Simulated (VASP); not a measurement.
A run of VASP 6.6.1 is set up as follows.

The input POSCAR:

```
SnC3
1.0
    1.5669476273      0.9046776344      5.1713512526
   -1.5669476273      0.9046776344      5.1713512526
    0.0000000000     -1.8093552688      5.1713512526
C Sn
3 1
Direct
    1.0142625338      0.0142625338      0.0142625338
    0.4775486066      0.4775486066      0.4775486066
    0.3833323660      0.3833323660      0.3833323660
    0.8748564936      0.8748564936      0.8748564936
```

File INCAR.step1:

```
PREC = Accurate
ENCUT = 520
ISMEAR = -1
SIGMA = 0.02
LREAL = False
LASPH = True
NELM = 100
NBANDS = 21
GGA = PE
ALGO = Normal
EDIFF = 1E-4
LWAVE = True
LCHARG = False
```

The input INCAR.step2:

```
PREC = Accurate
ENCUT = 520
EDIFF = 1E-7
ISMEAR = -1
SIGMA = 0.02
LREAL = False
LASPH = True
NELM = 100
ALGO = Normal
ISIF = 2
LWAVE = False
LCHARG = False
METAGGA = R2SCAN
LMIXTAU = True
NBANDS = 21
ISTART = 1
```

KPOINTS

```
Automatic mesh
0
Gamma
  10 10 10
```

Potentials or basis: VASP PAW PBE potentials, release 64 (C, Sn_d).

Run with:

```console
$ cat potpaw_PBE.64/C/POTCAR potpaw_PBE.64/Sn_d/POTCAR > POTCAR
$ cp INCAR.step1 INCAR
$ mpirun -np 1 vasp_std > vasp.out
$ cp INCAR.step2 INCAR
$ mpirun -np 1 vasp_std > vasp.out
```

(1) What does it give for the largest force?

(2) What does it give for the pressure?

(3) Estimate the band gap on the k mesh.

Results:

(1) 0.040 eV/Å.

(2) 0.4 GPa.

(3) zero (band 13 reaches 9.30 eV, above the bottom of band 14 at 9.27 eV).

Caveat: the PAW data sets were made with another functional, which shifts forces and pressure a little; spin-orbit coupling is left out, which moves the levels of the heavy elements.
